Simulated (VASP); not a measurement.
# Nd2Sb2Rh (P-3m1) in VASP: notebook

Nd2Sb2Rh is run at these levels: PBE; tasks: single point, relaxation of cell and atoms.

Everything below comes from runs of VASP 6.6.1. Logs are shortened: lines on timing, memory, paths and dates and some standing lists are left out, and cuts for length are marked.

### 1 The cell of the first run

The structure is trigonal, space group P-3m1 (No. 164). The conventional cell has a = 4.422 Å, b = 4.422 Å, c = 8.364 Å, α = 90.00°, β = 90.00°, γ = 120.00°. Nd (site symmetry 3m) has 4 Sb at 3.04 to 3.85 Å and 3 Rh at 3.75 Å and 3 Nd at 3.83 Å within 4.0 Å. Sb (site symmetry 3m) has 3 Rh at 2.78 Å and 3 Nd at 3.04 Å and 3 Sb at 3.37 Å within 3.7 Å. Within 3.8 Å of Rh (site symmetry -3m) lie 6 Sb at 2.78 Å and 6 Nd at 3.75 Å.

The cell was built from a structure type or drawn by symmetry, and may not be a known phase.

### 2 Single point, PBE

INCAR reads:

```
  PREC = Accurate
  ENCUT = 500
  EDIFF = 1E-6
  ISMEAR = 0
  SIGMA = 0.1
  LREAL = False
  LASPH = True
  NELM = 200
  ALGO = Normal
  ISIF = 2
  LWAVE = False
  LCHARG = False
  GGA = PE
  NBANDS = 32
  GGA_COMPAT = False
  LMAXMIX = 6
```

KPOINTS reads:

```
Automatic mesh
0
Gamma
  6 6 2
```

POSCAR reads:

```
Nd2Sb2Rh
1.0
    4.4224944621      0.0000000000      0.0000000000
   -2.2112472310      3.8299925523      0.0000000000
    0.0000000000      0.0000000000      8.3635809249
Nd Sb Rh
2 2 1
Direct
    0.3333333333      0.6666666667      0.6710279336
    0.6666666667      0.3333333333      0.3289720664
    0.3333333333      0.6666666667      0.1312539859
    0.6666666667      0.3333333333      0.8687460141
    0.0000000000      0.0000000000      0.0000000000
```

Potentials or basis: VASP PAW PBE potentials, release 64 (Nd_3, Sb, Rh_pv), 4f in core.

On the command line:

```bash
cat potpaw_PBE.64/Nd_3/POTCAR potpaw_PBE.64/Sb/POTCAR potpaw_PBE.64/Rh_pv/POTCAR > POTCAR
mpirun -np 1 vasp_std > vasp.out
```

OUTCAR:

```text
PREC = Accurate
   ENCUT = 500
   EDIFF = 1E-6
   ISMEAR = 0
   LREAL = False
   LASPH = True
   NELM = 200
   ISIF = 2
   GGA = PE

 ion  position               nearest neighbor table
   1  0.333  0.667  0.671-   4 3.04   4 3.04   4 3.04
   2  0.667  0.333  0.329-   3 3.04   3 3.04   3 3.04
   3  0.333  0.667  0.131-   5 2.78   5 2.78   5 2.78   2 3.04   2 3.04   2 3.04   4 3.37   4 3.37
                             4 3.37
   4  0.667  0.333  0.869-   5 2.78   5 2.78   5 2.78   1 3.04   1 3.04   1 3.04   3 3.37   3 3.37
                             3 3.37
   5  0.000  0.000  0.000-   3 2.78   4 2.78   3 2.78   4 2.78   4 2.78   3 2.78

  LATTYP: Found a hexagonal cell.
 ALAT       =     4.4224944621
 C/A-ratio  =     1.8911455959

  Lattice vectors:

 A1 = (   4.4224944621,   0.0000000000,   0.0000000000)
 A2 = (  -2.2112472310,   3.8299925523,   0.0000000000)
 A3 = (   0.0000000000,   0.0000000000,   8.3635809249)

Analysis of symmetry for initial positions (statically):
=====================================================================
 Subroutine PRICEL returns:
 Original cell was already a primitive cell.

 Routine SETGRP: Setting up the symmetry group for a
 hexagonal supercell.

 Subroutine GETGRP returns: Found 12 space group operations
 (whereof 12 operations were pure point group operations)
 out of a pool of 24 trial point group operations.

The static configuration has the point symmetry D_3d.

Analysis of symmetry for dynamics (positions and initial velocities):
=====================================================================
 Subroutine PRICEL returns:
 Original cell was already a primitive cell.

 Routine SETGRP: Setting up the symmetry group for a
 hexagonal supercell.

 Subroutine GETGRP returns: Found 12 space group operations
 (whereof 12 operations were pure point group operations)
 out of a pool of 24 trial point group operations.

The dynamic configuration has the point symmetry D_3d.

 Subroutine INISYM returns: Found 12 space group operations
 (whereof 12 operations are pure point group operations),
 and found     1 'primitive' translations

----------------------------------------------------------------------------------------

                                     Primitive cell

  volume of cell :     141.6633

  direct lattice vectors                    reciprocal lattice vectors
     4.422494462  0.000000000  0.000000000     0.226116733  0.130548557  0.000000000
    -2.211247231  3.829992552  0.000000000     0.000000000  0.261097113  0.000000000
     0.000000000  0.000000000  8.363580925     0.000000000  0.000000000  0.119566010

  length of vectors
     4.422494462  4.422494462  8.363580925     0.261097113  0.261097113  0.119566010

  position of ions in fractional coordinates (direct lattice)
     0.333333333  0.666666667  0.671027934
     0.666666667  0.333333333  0.328972066
     0.333333333  0.666666667  0.131253986
     0.666666667  0.333333333  0.868746014
     0.000000000  0.000000000  0.000000000

  ion indices of the primitive-cell ions
   primitive index   ion index
                 1           1
                 2           2
                 3           3
                 4           4
                 5           5

----------------------------------------------------------------------------------------

 KPOINTS: Automatic mesh

Automatic generation of k-mesh.
 Grid dimensions read from file:
 generate k-points for:    6    6    2

 Generating k-lattice:

  Cartesian coordinates                     Fractional coordinates (reciprocal lattice)
     0.037686122  0.021758093  0.000000000     0.166666667 -0.000000000  0.000000000
     0.000000000  0.043516186  0.000000000     0.000000000  0.166666667  0.000000000
     0.000000000  0.000000000  0.059783005     0.000000000  0.000000000  0.500000000

  Length of vectors
     0.043516186  0.043516186  0.059783005

  Shift w.r.t. Gamma in fractional coordinates (k-lattice)
     0.000000000  0.000000000  0.000000000

 Subroutine IBZKPT returns following result:
 ===========================================

 Found     14 irreducible k-points:

 Following reciprocal coordinates:
            Coordinates               Weight
  0.000000  0.000000  0.000000      1.000000
  0.166667 -0.000000  0.000000      6.000000
  0.333333 -0.000000  0.000000      6.000000
  0.500000  0.000000  0.000000      3.000000
  0.166667  0.166667  0.000000      6.000000
  0.333333  0.166667  0.000000     12.000000
  0.333333  0.333333  0.000000      2.000000
  0.000000  0.000000  0.500000      1.000000
  0.166667 -0.000000  0.500000      6.000000
  0.333333 -0.000000  0.500000      6.000000
  0.500000  0.000000  0.500000      3.000000
  0.166667  0.166667  0.500000      6.000000
  0.333333  0.166667  0.500000     12.000000
  0.333333  0.333333  0.500000      2.000000
   k-points           NKPTS =     14   k-points in BZ     NKDIM =     14   number of bands    NBANDS=     32
   number of dos      NEDOS =    301   number of ions     NIONS =      5
   total plane-waves  NPLWV =  65536
   dimension x,y,z NGX =    32 NGY =   32 NGZ =   64
   dimension x,y,z NGXF=    64 NGYF=   64 NGZF=  128
   ions per type =               2   2   1
   NGX,Y,Z   is equivalent  to a cutoff of  12.03, 12.03, 12.72 a.u.
   NGXF,Y,Z  is equivalent  to a cutoff of  24.06, 24.06, 25.44 a.u.
 SYSTEM =  unknown system
   PREC   = accura    normal or accurate (medium, high low for compatibility)
   ISTART =      0    job   : 0-new  1-cont  2-samecut
   ICHARG =      2    charge: 1-file 2-atom 10-const
   ISPIN  =      1    spin polarized calculation?
   LNONCOLLINEAR =      F non collinear calculations
   LSORBIT =      F    spin-orbit coupling
   LASPH  =      T    aspherical Exc in radial PAW
   ENCUT  =  500.0 eV  36.75 Ry    6.06 a.u.   8.06  8.06 15.25*2*pi/ulx,y,z
   NELM   =    200;   NELMIN=  2; NELMDL= -5     # of ELM steps
   EDIFF  = 0.1E-05   stopping-criterion for ELM
   LREAL  =      F    real-space projection
   EDIFFG = 0.1E-04   stopping-criterion for IOM
   NSW    =      0    number of steps for IOM
   IBRION =     -1    ionic relax: 0-MD 1-quasi-New 2-CG
   NFREE  =      0    steps in history (QN), initial steepest desc. (CG)
   ISIF   =      2    stress and relaxation
   ISYM   =      2    0-nonsym 1-usesym 2-fastsym
   POTIM  = 0.5000    time-step for ionic-motion
   TEBEG  =    0.0;   TEEND  =   0.0 temperature during run
   PSTRESS=    0.0 pullay stress
   NELECT =      47.0000    total number of electrons
   NUPDOWN=      -1.0000    fix difference up-down
   EMIN   =  10.00;   EMAX   =-10.00  energy-range for DOS
   EFERMI =   0.00;   METHOD = LEGACY
   ISMEAR =     0;   SIGMA  =   0.10  broadening in eV -4-tet -1-fermi 0-gaus
   EFERMI_NEDOS =   21; number of points for ismear=-14 and -15
   IALGO  =     38    algorithm
   IMIX   =      4    mixing-type and parameters
     AMIX     =   0.40;   BMIX     =  1.00
     AMIX_MAG =   1.60;   BMIX_MAG =  1.00
  volume/ion in A,a.u.               =      28.33       191.20
  Fermi-wavevector in a.u.,A,eV,Ry     =   1.133326  2.141676 17.475710  1.284428
  Thomas-Fermi vector in A             =   2.270029
   LORBIT       =      0    0 simple, 1 ext, 2 COOP (PROOUT), +10 PAW based schemes
   GGA     = PE    functional components
   LHFCALC =     F    Hartree Fock is set to
   AEXX    =    0.0000 exact exchange contribution
   IVDW    =     0    specifies the selected vdW correction
   LEPSILON=     F    determine dielectric tensor
   LRPA    =     F    only Hartree local field effects (RPA)
 non-spin polarized calculation
 Gauss-broadening in eV      SIGMA  =   0.10
  energy-cutoff  :      500.00
  volume of cell :      141.66
 maximum number of plane-waves:      3620
   NGX = 17   NGY = 17   NGZ = 31

 number of electron      47.0000001 magnetization

 Free energy of the ion-electron system (eV)
  ---------------------------------------------------
  ext. energy  EPLUGINS =         0.00000000
  ---------------------------------------------------
  free energy    TOTEN  =       -27.26056725 eV

  energy without entropy =      -27.22195141  energy(sigma->0) =      -27.24125933

 E-fermi :   6.2935     XC(G=0): -10.0846

 val. band max:        6.2898411177   @ k =   0.1667  -0.0000   0.5000
 cond. band min:       6.3050706140   @ k =   0.3333   0.1667   0.0000
 fundamental gap:      0.0152294964
 Fermi energy:         6.2934984657

 k-point     1 :       0.0000    0.0000    0.0000
  band No.  band energies     occupation
      1     -40.2610      2.00000
      2     -40.2610      2.00000
      3     -40.0853      2.00000
      4     -32.3445      2.00000
      5     -32.3104      2.00000
      6     -13.7201      2.00000
[... 24 lines left out ...]
     31       8.7547      0.00000
     32       8.8480      0.00000

 k-point     2 :       0.1667   -0.0000    0.0000
  band No.  band energies     occupation
      1     -40.2617      2.00000
      2     -40.2612      2.00000
      3     -40.0852      2.00000
      4     -32.3404      2.00000
      5     -32.3104      2.00000
      6     -13.6961      2.00000
[... 24 lines left out ...]
     31       8.5495      0.00000
     32       9.2936      0.00000

 k-point     3 :       0.3333   -0.0000    0.0000
  band No.  band energies     occupation
      1     -40.2631      2.00000
      2     -40.2615      2.00000
      3     -40.0850      2.00000
      4     -32.3310      2.00000
      5     -32.3114      2.00000
      6     -13.6539      2.00000
[... 24 lines left out ...]
     31       9.2108      0.00000
     32       9.4232      0.00000

 k-point     4 :       0.5000    0.0000    0.0000
  band No.  band energies     occupation
      1     -40.2638      2.00000
      2     -40.2617      2.00000
      3     -40.0849      2.00000
      4     -32.3247      2.00000
      5     -32.3135      2.00000
      6     -13.6581      2.00000
[... 304 lines left out ...]
     31       8.6717      0.00000
     32       9.6293      0.00000

 k-point    13 :       0.3333    0.1667    0.5000
  band No.  band energies     occupation
      1     -40.2634      2.00000
      2     -40.2620      2.00000
      3     -40.0849      2.00000
      4     -32.3247      2.00000
      5     -32.3135      2.00000
      6     -13.6459      2.00000
[... 24 lines left out ...]
     31       9.1211      0.00000
     32       9.6537      0.00000

 k-point    14 :       0.3333    0.3333    0.5000
  band No.  band energies     occupation
      1     -40.2629      2.00000
      2     -40.2629      2.00000
      3     -40.0848      2.00000
      4     -32.3181      2.00000
      5     -32.3181      2.00000
      6     -13.6366      2.00000
[... 24 lines left out ...]
     31       8.7861      0.00000
     32       9.8554      0.00000

------------------------ aborting loop because EDIFF is reached ----------------------------------------

  FORCE on cell =-STRESS in cart. coord.  units (eV):
  Direction    XX          YY          ZZ          XY          YZ          ZX
  --------------------------------------------------------------------------------------
  -------------------------------------------------------------------------------------
  Total        0.0240293      0.0240293      0.0901909      0.0000000      0.0000000      0.0000000
  in kB        0.2717658      0.2717658      1.0200366      0.0000000      0.0000000      0.0000000
  external PRESSURE =       0.5211894 kB  Pullay stress =       0.0000000 kB

 VOLUME and BASIS-vectors are now :
 -----------------------------------------------------------------------------
  energy-cutoff  :      500.00
  volume of cell :      141.66
      direct lattice vectors                 reciprocal lattice vectors
     4.422494462  0.000000000  0.000000000     0.226116733  0.130548557  0.000000000
    -2.211247231  3.829992552  0.000000000     0.000000000  0.261097113  0.000000000
     0.000000000  0.000000000  8.363580925     0.000000000  0.000000000  0.119566010

 POSITION                                       TOTAL-FORCE (eV/Angst)
 -----------------------------------------------------------------------------------
     -0.00000      2.55333      5.61220        -0.000000      0.000000     -0.021598
      2.21125      1.27666      2.75138         0.000000     -0.000000      0.021598
     -0.00000      2.55333      1.09775         0.000000     -0.000000     -0.042250
      2.21125      1.27666      7.26583        -0.000000      0.000000      0.042250
      0.00000      0.00000      0.00000        -0.000000      0.000000      0.000000
 -----------------------------------------------------------------------------------
    total drift:                               -0.000000     -0.000000     -0.000000

  FREE ENERGIE OF THE ION-ELECTRON SYSTEM (eV)
  ---------------------------------------------------
  free  energy   TOTEN  =       -27.2605672486 eV

  energy  without entropy=      -27.2219514145  energy(sigma->0) =      -27.24125933
```

Run time: 44 s. Hardware: 1 thread of Intel Xeon Platinum 8488C (Sapphire Rapids), shared host; peak memory 0.27 GiB.

What came out:

- Free energy: -27.2606 eV
- Pressure: 0.1 GPa
- Largest force: 0.042 eV/Å
- Band gap on the k mesh: zero (an odd number of electrons rules out a gap without spin polarisation)

Forces on the atoms (eV/Å):
```
Nd   0.000  0.000 -0.022
Nd   0.000  0.000  0.022
Sb   0.000  0.000 -0.042
Sb   0.000  0.000  0.042
Rh   0.000  0.000  0.000
```

Levels at points of the mesh, in eV from the Fermi level:
| k point | band 19 | band 20 | band 21 | band 22 | band 23 | band 24 | band 25 | band 26 | band 27 | band 28 |
| --- | --- | --- | --- | --- | --- | --- | --- | --- | --- | --- |
| (0.00, 0.00, 0.00) | -1.68 | -1.68 | -1.64 | -1.46 | -0.18 | 0.12 | 0.12 | 0.17 | 0.86 | 0.86 |
| (0.50, 0.00, 0.00) | -2.57 | -2.50 | -2.40 | -2.23 | -0.64 | 0.32 | 0.63 | 0.69 | 1.17 | 1.43 |
| (0.00, 0.00, 0.50) | -2.37 | -1.58 | -1.46 | -1.46 | -0.31 | -0.31 | 0.55 | 0.55 | 0.64 | 1.48 |
| (0.50, 0.00, 0.50) | -2.52 | -2.40 | -2.35 | -2.12 | -0.63 | 0.19 | 0.23 | 1.18 | 1.62 | 1.66 |

Caveat: the k points lie up to 0.38 Å⁻¹ apart, too coarse for converged energies and pressures of a metal; spin-orbit coupling is left out, which moves the levels of the heavy elements; the 4f electrons are frozen in the core, so they carry no moment and show no levels. Spin polarisation is off, so any magnetic state and its effect on volume and gap are missing.

### 3 Single point, PBE

This run uses another cell than the first one, of 29.00 Å³/atom.

INCAR reads:

```
ALGO = Normal ; EDIFF = 1E-6
ENCUT = 500 ; GGA = PE
GGA_COMPAT = F ; ISIF = 2
ISMEAR = 0 ; LASPH = T
LCHARG = F ; LMAXMIX = 6
LREAL = F ; LWAVE = F
NBANDS = 32 ; NELM = 200
PREC = Accurate ; SIGMA = 0.1
```

KPOINTS reads:

```
k-points
0
Gamma
  6 6 2
```

POSCAR reads:

```
Nd2Sb2Rh
1.0
    4.6660711200      0.0000000000      0.0000000000
   -2.3330355600      4.0409361300      0.0000000000
    0.0000000000      0.0000000000      7.6891909500
Nd Sb Rh
2 2 1
Direct
    0.3333333300      0.6666666700      0.6200000000
    0.6666666700      0.3333333300      0.3800000000
    0.3333333300      0.6666666700      0.2599999900
    0.6666666700      0.3333333300      0.7400000100
    0.0000000000      0.0000000000      0.0000000000
```

Potentials or basis: VASP PAW PBE potentials, release 64 (Nd_3, Sb, Rh_pv), 4f in core.

On the command line:

```bash
cat potpaw_PBE.64/Nd_3/POTCAR potpaw_PBE.64/Sb/POTCAR potpaw_PBE.64/Rh_pv/POTCAR > POTCAR
mpirun -np 1 vasp_std > vasp.out
```

Run time: 62 s. Hardware: 1 thread of Intel Xeon Platinum 8488C (Sapphire Rapids), shared host; peak memory 0.29 GiB.

Results (log left out):

| Property | Result |
| --- | --- |
| Free energy | -22.0403 eV |
| Pressure | 12.5 GPa |
| Largest force | 5.778 eV/Å |
| Band gap on the k mesh | zero (an odd number of electrons rules out a gap without spin polarisation) |

Forces on the atoms (eV/Å):
```
Nd   0.000  0.000  3.729
Nd   0.000  0.000 -3.729
Sb   0.000  0.000 -5.778
Sb   0.000  0.000  5.778
Rh   0.000  0.000  0.000
```

Stress tensor (GPa, compression positive):
```
11.49  0.00  0.00
 0.00 11.49  0.00
 0.00  0.00 14.49
```

Levels at points of the mesh, in eV from the Fermi level:
| k point | band 20 | band 21 | band 22 | band 23 | band 24 | band 25 | band 26 | band 27 | band 28 | band 29 |
| --- | --- | --- | --- | --- | --- | --- | --- | --- | --- | --- |
| (0.00, 0.00, 0.00) | -0.91 | -0.91 | -0.62 | -0.29 | -0.29 | 1.08 | 1.08 | 1.28 | 3.09 | 3.50 |
| (0.50, 0.00, 0.00) | -0.86 | -0.48 | -0.40 | -0.24 | -0.16 | 0.33 | 0.71 | 1.16 | 1.91 | 2.15 |
| (0.00, 0.00, 0.50) | -0.77 | -0.77 | -0.75 | -0.60 | -0.60 | 0.79 | 0.79 | 1.86 | 3.14 | 3.60 |
| (0.50, 0.00, 0.50) | -0.93 | -0.53 | -0.40 | 0.27 | 0.43 | 0.62 | 0.73 | 1.00 | 1.47 | 2.35 |

Caveat: the k points lie up to 0.41 Å⁻¹ apart, too coarse for converged energies and pressures of a metal; spin-orbit coupling is left out, which moves the levels of the heavy elements; the 4f electrons are frozen in the core, so they carry no moment and show no levels; forces of over 1 eV/Å act on the atoms, so gaps and moduli don't describe the material at rest.

(Part 1 of 2 ends here.)
